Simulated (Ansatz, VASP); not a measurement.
BN: VASP beside Ansatz

```
B N
1.0
     0.00000    3.49532    2.16609
     1.25163    0.00000    2.16609
     1.25163    3.49532    0.00000
B N
1 1
Direct
  0.01323 0.94070 0.94631
  0.66665 0.66665 0.33335
```

Alike in both runs: task single point; functional PBEsol; k mesh 12 × 12 × 12; occupations gaussian, width 0.05 eV; no spin polarisation.

|  | VASP | Ansatz |
| --- | --- | --- |
| version | VASP 6.6.1 | Ansatz 0.2.0 |
| potentials or method | VASP PAW PBE potentials, release 64 (B, N), cutoff 520 eV | scalar-relativistic, plane waves, PAW |
| valence electrons in the cell | 8 | 8 |

Ansatz gave:

```
gap on the k mesh at the Fermi level (eV)                     : 2.35
least direct gap on the mesh (eV)                             : 3.67
pressure (GPa)                                                : 8.0
traceless stress, the component that is largest in VASP (GPa) : 14.73
rms of the force components (eV/Å)                            : 3.127
```

Which values does VASP return?

gap on the k mesh at the Fermi level (eV): 2.34; least direct gap on the mesh (eV): 3.67; pressure (GPa): 8.1; traceless stress, the component that is largest in VASP (GPa): 14.98; rms of the force components (eV/Å): 3.127.

VASP's potentials were made for PBE, not for PBEsol. Atom by atom the forces differ by 0.004 eV/Å (rms over components). The functional is the same, so the differences come from potentials, cutoffs and numerics.
